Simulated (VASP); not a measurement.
Crystal: SbW.

```
W Sb
1.0
     4.07917    0.00000    0.00000
    -2.03958    3.53266    0.00000
     0.00000    0.00000    5.68536
W Sb
2 2
Direct
  0.00000 0.00000 0.00000
  0.00000 0.00000 0.50000
  0.33333 0.66667 0.25000
  0.66667 0.33333 0.75000
```

| Quantity | Value |
| --- | --- |
| Program | VASP 6.6.1 |
| Task | relaxation of cell and atoms |
| Functional | PBEsol |
| Potentials or basis | VASP PAW PBE potentials, release 64 (W_sv, Sb) |
| Cutoff | 600 eV |
| k mesh | 10 × 10 × 6 |
| Occupations | gaussian, width 0.05 eV |
| Spin | no spin polarisation |

At the start: pressure 2.0 GPa; volume 20.48 Å³/atom.

**Question.** Where does the relaxation end?

**Answer.** Over 11 steps the energy falls by 130.2 meV/atom and the volume is 21.13 Å³/atom (+3.2 %); space group P6_3/mmc (No. 194, to 0.1 Å) before and after.

The path:
| step | energy change (eV) | largest force (eV/Å) | pressure (GPa) | volume (Å³) |
| --- | --- | --- | --- | --- |
| 1 | 0.0000 | 0.0000 | 1.98 | 81.93 |
| 2 | -0.4193 | 0.0000 | -1.92 | 84.72 |
| 3 | -0.5032 | 0.0000 | -2.98 | 86.04 |
| 4 | -0.4086 | 0.0000 | 8.20 | 81.16 |
| 5 | -0.5209 | 0.0000 | -0.15 | 84.63 |
| 6 | -0.5209 | 0.0000 | -0.07 | 84.59 |
| 7 | -0.5209 | 0.0000 | 0.00 | 84.56 |
| 8 | -0.5209 | 0.0000 | 0.05 | 84.52 |
| 9 | -0.5209 | 0.0000 | 0.05 | 84.51 |
| 10 | -0.5209 | 0.0000 | -0.10 | 84.59 |
| 11 | -0.5209 | 0.0000 | 0.00 | 84.54 |

Final structure:
```
W Sb
1.0
     4.34362    0.00000    0.00000
    -2.17181    3.76168    0.00000
     0.00000    0.00000    5.17399
W Sb
2 2
Direct
  0.00000 0.00000 0.00000
  0.00000 0.00000 0.50000
  0.33333 0.66667 0.25000
  0.66667 0.33333 0.75000
```

Caveat: the PAW data sets were made with another functional, which shifts forces and pressure a little.
